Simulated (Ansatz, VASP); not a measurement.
AlNi3 in VASP and in Ansatz

INCAR

```
  PREC = Accurate
  ENCUT = 520
  EDIFF = 1E-6
  ISMEAR = -1
  SIGMA = 0.05
  LREAL = False
  LASPH = True
  NELM = 150
  ALGO = Normal
  ISIF = 2
  LWAVE = False
  LCHARG = True
  ISPIN = 2
  MAGMOM = 1 1 1 0
  LORBIT = 11
  LMAXMIX = 4
  GGA = CA
  LELF = True
  LVHAR = True
  NBANDS = 28
```

File KPOINTS:

```
regular mesh
0
Gamma
  8 8 8
```

Contents of POSCAR:

```
AlNi3
1.0
    0.0000000000      2.8387599407      2.8387599407
    2.8387599407      0.0000000000      2.8387599407
    2.8387599407      2.8387599407      0.0000000000
Ni Al
3 1
Direct
    0.7500000000      0.7500000000      0.7500000000
    0.0000000000      0.0000000000      0.0000000000
    0.2500000000      0.2500000000      0.2500000000
    0.5000000000      0.5000000000      0.5000000000
```

File input.yaml:

```yaml
crystal:
  lattice:
    - [0.0, 2.8387599407, 2.8387599407]
    - [2.8387599407, 0.0, 2.8387599407]
    - [2.8387599407, 2.8387599407, 0.0]
  atoms:
    - { symbol: Ni, position: [0.75, 0.75, 0.75], spin: 1.0 }
    - { symbol: Ni, position: [0.0, 0.0, 0.0], spin: 1.0 }
    - { symbol: Ni, position: [0.25, 0.25, 0.25], spin: 1.0 }
    - { symbol: Al, position: [0.5, 0.5, 0.5] }
hamiltonian:
  xc: lda
  pseudopotentials: { kind: paw }
magnetization:
  spin_polarized: true
kpoints:
  mp_grid: { grid: [8, 8, 8] }
scf:
  occupations: { method: fermi_dirac, width: 0.05 }
output:
  forces: true
  stress: true
  eigenvalues: true
```

Alike in both runs: task single point; functional LDA; k mesh 8 × 8 × 8; occupations fermi-dirac, width 0.05 eV; collinear spin.

```csv
,VASP,Ansatz
version,VASP 6.6.1,Ansatz 0.2.0
potentials or method,"VASP PAW LDA potentials, release 64 (Ni, Al)",Ansatz PAW
plane-wave cutoff (eV),520,420
valence electrons in the cell,33,57
```

VASP gave:

| Item | Value |
| --- | --- |
| gap on the k mesh at the Fermi level (eV) | none |
| pressure (GPa) | -13.7 |
| net moment per atom (μB) | 0.00 |

Q: What did Ansatz give for the same quantities?

A: gap on the k mesh at the Fermi level (eV): none; pressure (GPa): -13.9; net moment per atom (μB): 0.00.

LDA's correlation is that of Perdew and Zunger in VASP and of Perdew and Wang (1992) in Ansatz. A gap of «none» marks a metal or a gap that the smearing closes. VASP's potentials hold 33 valence electrons a cell and Ansatz's 57, so a difference there can come from the potentials and not from the codes.
